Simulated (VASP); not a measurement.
Set up this calculation in VASP 6.6.1, as the native input.

| Property | Result |
| --- | --- |
| Task | single point |
| Functional | PBEsol |
| Potentials or basis | VASP PAW PBE potentials, release 64 (Cd, Te) |
| Cutoff | 520 eV |
| k mesh | 6 × 6 × 6 |
| Occupations | gaussian, width 0.1 eV |
| Spin | no spin polarisation |
| Dipole correction | no |
| Further INCAR settings | ALGO = Normal; EDIFF = 1e-06; NBANDS = 16 |

The structure of CdTe lies in POSCAR:

```
CdTe
1.0
    0.0000000000      3.2821135562      3.2821135562
    3.2821135562      0.0000000000      3.2821135562
    3.2821135562      3.2821135562      0.0000000000
Cd Te
1 1
Direct
    0.0000000000      0.0000000000      0.0000000000
    0.2500000000      0.2500000000      0.2500000000
```

These files were run (other wordings do the same):

INCAR

```
PREC = Accurate
ENCUT = 520
EDIFF = 1E-6
ISMEAR = 0
SIGMA = 0.1
LREAL = F
LASPH = T
NELM = 80
ALGO = Normal
ISIF = 2
LWAVE = F
LCHARG = T
GGA = PS
LELF = T
LVHAR = T
NBANDS = 16
```

KPOINTS

```
Automatic mesh
0
Gamma
  6 6 6
```

Potentials or basis: VASP PAW PBE potentials, release 64 (Cd, Te).

The run is started by

```sh
$ cat potpaw_PBE.64/Cd/POTCAR potpaw_PBE.64/Te/POTCAR > POTCAR
$ mpirun -np 1 vasp_std > vasp.out
```

It gave:

```
Pressure               : -1.2 GPa
Band gap on the k mesh : 0.55 eV, direct
```

Caveat: the PAW data sets were made with another functional, which shifts forces and pressure a little; spin-orbit coupling is left out, which moves the levels of the heavy elements.

It took 15 s on 1 thread of AMD EPYC 9R14 (Zen 4) (shared host), peak memory 0.18 GiB.
